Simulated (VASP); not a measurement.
# Dy3TaF2 (P6/mmm) in VASP: single point with PBE

Aim: the single point of Dy3TaF2 with PBE.

All numbers are computed with VASP 6.6.1; they aren't measurements. Logs are shortened: lines on timing, memory, paths and dates and some standing lists are left out, and cuts for length are marked.

**1. The cell of the first run**

It takes space group P6/mmm (No. 191, hexagonal). Conventional cell: a = 6.776 Å, b = 6.776 Å, c = 2.916 Å, α = 90.00°, β = 90.00°, γ = 120.00°. Within 3.2 Å of Dy (site symmetry mmm) lie 4 F at 2.44 Å and 2 Dy at 2.92 Å. Ta (site symmetry 6/mmm) has 2 Ta at 2.92 Å and 12 Dy at 3.69 Å and 6 F at 3.91 Å within 4.0 Å. F (site symmetry -6m2) has 6 Dy at 2.44 Å and 2 F at 2.92 Å within 3.2 Å.

The cell was generated, and may not be a known phase.

**2. Single point, PBE**

INCAR reads:

```
SYSTEM = Dy3TaF2
PREC = Accurate ; ENCUT = 800
EDIFF = 1E-6 ; ISMEAR = 0
SIGMA = 0.1 ; LREAL = .FALSE.
LASPH = .TRUE. ; NELM = 300
ALGO = All ; ISIF = 2
LWAVE = .FALSE. ; LCHARG = .FALSE.
GGA = PE ; NBANDS = 52
GGA_COMPAT = .FALSE. ; LMAXMIX = 6
ISEARCH = 1 ; KPAR = 4
```

KPOINTS reads:

```
Automatic mesh
0
G
  6 6 12
  0 0 0
```

POSCAR reads:

```
Dy3TaF2
1.0
    6.7756780740      0.0000000000      0.0000000000
   -3.3878390370      5.8679093400      0.0000000000
    0.0000000000      0.0000000000      2.9158209104
Dy Ta F
3 1 2
Direct
    0.0000000000      0.5000000000      0.0000000000
    0.5000000000      0.0000000000      0.0000000000
    0.5000000000      0.5000000000      0.0000000000
    0.0000000000      0.0000000000      0.5000000000
    0.3333333333      0.6666666667      0.5000000000
    0.6666666667      0.3333333333      0.5000000000
```

Potentials or basis: VASP PAW PBE potentials, release 64 (Dy, Ta_pv, F).

Launch:

```sh
cat potpaw_PBE.64/Dy/POTCAR potpaw_PBE.64/Ta_pv/POTCAR potpaw_PBE.64/F/POTCAR > POTCAR
mpirun -np 4 vasp_std > vasp.out
```

OUTCAR:

```text
SYSTEM = Dy3TaF2
   PREC = Accurate
   ENCUT = 800
   EDIFF = 1E-6
   ISMEAR = 0
   LREAL = .FALSE.
   LASPH = .TRUE.
   NELM = 300
   ISIF = 2
   GGA = PE

 ion  position               nearest neighbor table
   1  0.000  0.500  0.000-   5 2.44   6 2.44   5 2.44   6 2.44   3 3.39   3 3.39   2 3.39   2 3.39

   2  0.500  0.000  0.000-   5 2.44   6 2.44   5 2.44   6 2.44   1 3.39   3 3.39   3 3.39   1 3.39

   3  0.500  0.500  0.000-   5 2.44   6 2.44   5 2.44   6 2.44   1 3.39   1 3.39   2 3.39   2 3.39

   4  0.000  0.000  0.500-
   5  0.333  0.667  0.500-   1 2.44   1 2.44   2 2.44   2 2.44   3 2.44   3 2.44
   6  0.667  0.333  0.500-   1 2.44   1 2.44   2 2.44   2 2.44   3 2.44   3 2.44

  LATTYP: Found a hexagonal cell.
 ALAT       =     6.7756780740
 C/A-ratio  =     0.4303364001

  Lattice vectors:

 A1 = (   6.7756780740,   0.0000000000,   0.0000000000)
 A2 = (  -3.3878390370,   5.8679093400,   0.0000000000)
 A3 = (   0.0000000000,   0.0000000000,   2.9158209104)

Analysis of symmetry for initial positions (statically):
=====================================================================
 Subroutine PRICEL returns:
 Original cell was already a primitive cell.

 Routine SETGRP: Setting up the symmetry group for a
 hexagonal supercell.

 Subroutine GETGRP returns: Found 24 space group operations
 (whereof 24 operations were pure point group operations)
 out of a pool of 24 trial point group operations.

The static configuration has the point symmetry D_6h.

Analysis of symmetry for dynamics (positions and initial velocities):
=====================================================================
 Subroutine PRICEL returns:
 Original cell was already a primitive cell.

 Routine SETGRP: Setting up the symmetry group for a
 hexagonal supercell.

 Subroutine GETGRP returns: Found 24 space group operations
 (whereof 24 operations were pure point group operations)
 out of a pool of 24 trial point group operations.

The dynamic configuration has the point symmetry D_6h.

 Subroutine INISYM returns: Found 24 space group operations
 (whereof 24 operations are pure point group operations),
 and found     1 'primitive' translations

----------------------------------------------------------------------------------------

                                     Primitive cell

  volume of cell :     115.9303

  direct lattice vectors                    reciprocal lattice vectors
     6.775678074  0.000000000  0.000000000     0.147586705  0.085209224  0.000000000
    -3.387839037  5.867909340  0.000000000     0.000000000  0.170418448  0.000000000
     0.000000000  0.000000000  2.915820910     0.000000000  0.000000000  0.342956591

  length of vectors
     6.775678074  6.775678074  2.915820910     0.170418448  0.170418448  0.342956591

  position of ions in fractional coordinates (direct lattice)
     0.000000000  0.500000000  0.000000000
     0.500000000  0.000000000  0.000000000
     0.500000000  0.500000000  0.000000000
     0.000000000  0.000000000  0.500000000
     0.333333333  0.666666667  0.500000000
     0.666666667  0.333333333  0.500000000

  ion indices of the primitive-cell ions
   primitive index   ion index
                 1           1
                 2           2
                 3           3
                 4           4
                 5           5
                 6           6

----------------------------------------------------------------------------------------

 KPOINTS: Automatic mesh

Automatic generation of k-mesh.
 Grid dimensions read from file:
 generate k-points for:    6    6   12

 Generating k-lattice:

  Cartesian coordinates                     Fractional coordinates (reciprocal lattice)
     0.024597784  0.014201537  0.000000000     0.166666667  0.000000000  0.000000000
     0.000000000  0.028403075  0.000000000     0.000000000  0.166666667  0.000000000
     0.000000000  0.000000000  0.028579716     0.000000000  0.000000000  0.083333333

  Length of vectors
     0.028403075  0.028403075  0.028579716

  Shift w.r.t. Gamma in fractional coordinates (k-lattice)
     0.000000000  0.000000000  0.000000000

 Subroutine IBZKPT returns following result:
 ===========================================

 Found     49 irreducible k-points:

 Following reciprocal coordinates:
            Coordinates               Weight
  0.000000  0.000000  0.000000      1.000000
  0.166667  0.000000  0.000000      6.000000
  0.333333  0.000000  0.000000      6.000000
  0.500000  0.000000  0.000000      3.000000
  0.166667  0.166667  0.000000      6.000000
  0.333333  0.166667  0.000000     12.000000
[... 16 lines left out ...]
  0.166667  0.000000  0.250000     12.000000
  0.333333  0.000000  0.250000     12.000000
 [... further k-points ...]
   k-points           NKPTS =     49   k-points in BZ     NKDIM =     49   number of bands    NBANDS=     52
   number of dos      NEDOS =    301   number of ions     NIONS =      6
   total plane-waves  NPLWV = 114688
   dimension x,y,z NGX =    64 NGY =   64 NGZ =   28
   dimension x,y,z NGXF=   128 NGYF=  128 NGZF=   56
   ions per type =               3   1   2
   NGX,Y,Z   is equivalent  to a cutoff of  15.70, 15.70, 15.96 a.u.
   NGXF,Y,Z  is equivalent  to a cutoff of  31.41, 31.41, 31.93 a.u.
 SYSTEM =  Dy3TaF2
   PREC   = accura    normal or accurate (medium, high low for compatibility)
   ISTART =      0    job   : 0-new  1-cont  2-samecut
   ICHARG =      2    charge: 1-file 2-atom 10-const
   ISPIN  =      1    spin polarized calculation?
   LNONCOLLINEAR =      F non collinear calculations
   LSORBIT =      F    spin-orbit coupling
   LASPH  =      T    aspherical Exc in radial PAW
   ENCUT  =  800.0 eV  58.80 Ry    7.67 a.u.  15.63 15.63  6.72*2*pi/ulx,y,z
   NELM   =    300;   NELMIN=  2; NELMDL= -5     # of ELM steps
   EDIFF  = 0.1E-05   stopping-criterion for ELM
   LREAL  =      F    real-space projection
   EDIFFG = 0.1E-04   stopping-criterion for IOM
   NSW    =      0    number of steps for IOM
   IBRION =     -1    ionic relax: 0-MD 1-quasi-New 2-CG
   NFREE  =      0    steps in history (QN), initial steepest desc. (CG)
   ISIF   =      2    stress and relaxation
   ISYM   =      2    0-nonsym 1-usesym 2-fastsym
   POTIM  = 0.5000    time-step for ionic-motion
   TEBEG  =    0.0;   TEEND  =   0.0 temperature during run
   PSTRESS=    0.0 pullay stress
   NELECT =      85.0000    total number of electrons
   NUPDOWN=      -1.0000    fix difference up-down
   EMIN   =  10.00;   EMAX   =-10.00  energy-range for DOS
   EFERMI =   0.00;   METHOD = LEGACY
   ISMEAR =     0;   SIGMA  =   0.10  broadening in eV -4-tet -1-fermi 0-gaus
   EFERMI_NEDOS =   21; number of points for ismear=-14 and -15
   IALGO  =     58    algorithm
   IMIX   =      4    mixing-type and parameters
     AMIX     =   0.40;   BMIX     =  1.00
     AMIX_MAG =   1.60;   BMIX_MAG =  1.00
  volume/ion in A,a.u.               =      19.32       130.39
  Fermi-wavevector in a.u.,A,eV,Ry     =   1.476212  2.789637 29.649851  2.179203
  Thomas-Fermi vector in A             =   2.590767
   LORBIT       =      0    0 simple, 1 ext, 2 COOP (PROOUT), +10 PAW based schemes
   GGA     = PE    functional components
   LHFCALC =     F    Hartree Fock is set to
   AEXX    =    0.0000 exact exchange contribution
   IVDW    =     0    specifies the selected vdW correction
   LEPSILON=     F    determine dielectric tensor
   LRPA    =     F    only Hartree local field effects (RPA)
 non-spin polarized calculation
 Gauss-broadening in eV      SIGMA  =   0.10
  energy-cutoff  :      800.00
  volume of cell :      115.93
 maximum number of plane-waves:      6008
 NGX is ok and might be reduce to    64
   NGX = 31   NGY = 31   NGZ = 13

 number of electron      85.0000008 magnetization

 Free energy of the ion-electron system (eV)
  ---------------------------------------------------
  ext. energy  EPLUGINS =         0.00000000
  ---------------------------------------------------
  free energy    TOTEN  =       -35.14050926 eV

  energy without entropy =      -34.62582000  energy(sigma->0) =      -34.88316463

 E-fermi :   4.0671     XC(G=0): -11.0884

 val. band max:        4.0656621393   @ k =   0.0000   0.0000   0.4167
 cond. band min:       4.0672467276   @ k =   0.3333   0.1667   0.0000
 fundamental gap:      0.0015845883
 Fermi energy:         4.0671342288

 k-point     1 :       0.0000    0.0000    0.0000
  band No.  band energies     occupation
      1     -41.2975      2.00000
      2     -41.2229      2.00000
      3     -41.2229      2.00000
      4     -30.5311      2.00000
      5     -30.5311      2.00000
      6     -30.0117      2.00000
[... 44 lines left out ...]
     51       4.3801      0.00001
     52       5.1467      0.00000

 k-point     2 :       0.1667    0.0000    0.0000
  band No.  band energies     occupation
      1     -41.2931      2.00000
      2     -41.2273      2.00000
      3     -41.2229      2.00000
      4     -30.5310      2.00000
      5     -30.5310      2.00000
      6     -30.0117      2.00000
[... 44 lines left out ...]
     51       4.4348      0.00000
     52       4.7204      0.00000

 k-point     3 :       0.3333    0.0000    0.0000
  band No.  band energies     occupation
      1     -41.2819      2.00000
      2     -41.2388      2.00000
      3     -41.2229      2.00000
      4     -30.5310      2.00000
      5     -30.5307      2.00000
      6     -30.0117      2.00000
[... 44 lines left out ...]
     51       4.5391      0.00000
     52       4.5981      0.00000
[... 1046 lines left out ...]
 k-point    23 :       0.1667    0.0000    0.2500
  band No.  band energies     occupation
      1     -41.1810      2.00000
      2     -41.1209      2.00000
      3     -41.1168      2.00000
      4     -30.4978      2.00000
      5     -30.4978      2.00000
      6     -30.3310      2.00000
[... 44 lines left out ...]
     51       5.6949      0.00000
     52       5.7078      0.00000

 k-point    24 :       0.3333    0.0000    0.2500
  band No.  band energies     occupation
      1     -41.1707      2.00000
      2     -41.1313      2.00000
      3     -41.1168      2.00000
      4     -30.4978      2.00000
      5     -30.4977      2.00000
      6     -30.3311      2.00000
[... 44 lines left out ...]
     51       5.8471      0.00000
     52       5.8487      0.00000

 [... further k-points ...]

------------------------ aborting loop because EDIFF is reached ----------------------------------------

  FORCE on cell =-STRESS in cart. coord.  units (eV):
  Direction    XX          YY          ZZ          XY          YZ          ZX
  --------------------------------------------------------------------------------------
  -------------------------------------------------------------------------------------
  Total       -0.0426090     -0.0426090     -0.8924995      0.0000000      0.0000000      0.0000000
  in kB       -0.5888642     -0.5888642    -12.3345000      0.0000000      0.0000000      0.0000000
  external PRESSURE =      -4.5040761 kB  Pullay stress =       0.0000000 kB

 VOLUME and BASIS-vectors are now :
 -----------------------------------------------------------------------------
  energy-cutoff  :      800.00
  volume of cell :      115.93
      direct lattice vectors                 reciprocal lattice vectors
     6.775678074  0.000000000  0.000000000     0.147586705  0.085209224  0.000000000
    -3.387839037  5.867909340  0.000000000     0.000000000  0.170418448  0.000000000
     0.000000000  0.000000000  2.915820910     0.000000000  0.000000000  0.342956591

 POSITION                                       TOTAL-FORCE (eV/Angst)
 -----------------------------------------------------------------------------------
     -1.69392      2.93395      0.00000        -0.000000      0.000000     -0.000000
      3.38784      0.00000      0.00000        -0.000000      0.000000     -0.000000
      1.69392      2.93395      0.00000        -0.000000      0.000000     -0.000000
      0.00000      0.00000      1.45791        -0.000000      0.000000     -0.000000
     -0.00000      3.91194      1.45791         0.000000      0.000000      0.000000
      3.38784      1.95597      1.45791        -0.000000     -0.000000     -0.000000
 -----------------------------------------------------------------------------------
    total drift:                               -0.000000      0.000000      0.000000

  FREE ENERGIE OF THE ION-ELECTRON SYSTEM (eV)
  ---------------------------------------------------
  free  energy   TOTEN  =       -35.1405092591 eV

  energy  without entropy=      -34.6258041816  energy(sigma->0) =      -34.88315672
```

It took 22 min on 4 MPI ranks of Intel Xeon Platinum 8375C at 2.90GHz (Ice Lake), shared host; peak memory 1.2 GiB.

What came out:

```yaml
Free_energy: -35.1405 eV
Pressure: -0.5 GPa
Band_gap_on_the_k_mesh: zero (an odd number of electrons rules out a gap without spin polarisation)
```

Levels at points of the mesh, in eV from the Fermi level:
```tsv
k point	band 39	band 40	band 41	band 42	band 43	band 44	band 45	band 46	band 47	band 48
(0.00, 0.00, 0.00)	-0.07	-0.04	-0.04	-0.02	-0.02	0.01	0.03	0.03	0.16	0.16
(0.50, 0.00, 0.00)	-0.06	-0.04	-0.03	-0.03	-0.01	0.00	0.01	0.03	0.09	0.15
(0.00, 0.00, 0.50)	-0.05	-0.05	0.00	0.02	0.05	0.05	0.14	0.14	0.14	0.16
(0.50, 0.00, 0.50)	-0.04	-0.01	0.01	0.01	0.05	0.07	0.09	0.13	0.14	0.16
```

Caveat: spin-orbit coupling is left out, which moves the levels of the heavy elements; the run has no spin polarisation, though such a crystal can be magnetic; semilocal functionals describe open f shells poorly, which spoils levels, moments and volumes.
